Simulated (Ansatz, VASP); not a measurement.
# Au: VASP beside Ansatz

```
CELL_PARAMETERS angstrom
-1.63241 1.63241 1.63241
1.63241 -1.63241 1.63241
1.63241 1.63241 -1.63241
ATOMIC_POSITIONS crystal
Au 0.00000 0.00000 0.00000
```

Change from the starting cell: strain -0.015 along x and y, -0.015 along z, atoms carried along.

Alike in both runs: task single point; functional PBEsol; k mesh 20 × 20 × 20; occupations gaussian, width 0.15 eV; no spin polarisation.

|  | VASP | Ansatz |
| --- | --- | --- |
| version | VASP 6.6.1 | Ansatz 0.2.0 |
| potentials or method | VASP PAW PBE potentials, release 64 (Au), cutoff 520 eV | scalar-relativistic, plane waves, PAW |
| valence electrons in the cell | 11 | 19 |

|  | VASP | Ansatz | Ansatz less VASP |
| --- | --- | --- | --- |
| gap on the k mesh at the Fermi level (eV) | none | none | - |
| pressure (GPa) | -3.6 | -3.3 | +0.21 |

VASP's potentials were made for PBE, not for PBEsol. A gap of «none» marks a metal or a gap that the smearing closes. The functional is the same, so the differences come from potentials, cutoffs and numerics. VASP's potentials hold 11 valence electrons a cell and Ansatz's 19, so a difference there can come from the potentials and not from the codes.

Neither program's run includes spin-orbit coupling.
